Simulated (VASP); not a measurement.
A run of VASP 6.6.1:

INCAR

```
ALGO = Normal ; EDIFF = 1E-6
ENCUT = 600 ; GGA = PS
GGA_COMPAT = F ; ISIF = 2
ISMEAR = 0 ; LASPH = T
LCHARG = F ; LREAL = F
LWAVE = F ; NBANDS = 35
NELM = 120 ; PREC = Accurate
SIGMA = 0.01
```

Contents of KPOINTS:

```
k-points
0
Gamma
  6 6 8
```

POSCAR

```
SnO2
1.0
    4.7691315755      0.0000000000      0.0000000000
    0.0000000000      4.7691315755      0.0000000000
    0.0000000000      0.0000000000      3.2120292624
Sn O
2 4
Direct
    0.0000000000      0.0000000000      0.0000000000
    0.5000000000      0.5000000000      0.5000000000
    0.3062736034      0.3062736034      0.0000000000
    0.1937263966      0.8062736034      0.5000000000
    0.6937263966      0.6937263966      0.0000000000
    0.8062736034      0.1937263966      0.5000000000
```

Potentials or basis: VASP PAW PBE potentials, release 64 (Sn_d, O).

Launch:

```console
$ cat potpaw_PBE.64/Sn_d/POTCAR potpaw_PBE.64/O/POTCAR > POTCAR
$ mpirun -np 1 vasp_std > vasp.out
```

Hardware: 1 thread of Oxide Virtual Turin-like Processor (shared host).

Q: How long does it take, and how much memory?

A: Run time: 3.2 min on 1 thread of Oxide Virtual Turin-like Processor (shared host), peak memory 0.24 GiB. Counts: scf iterations 14, k points 50.
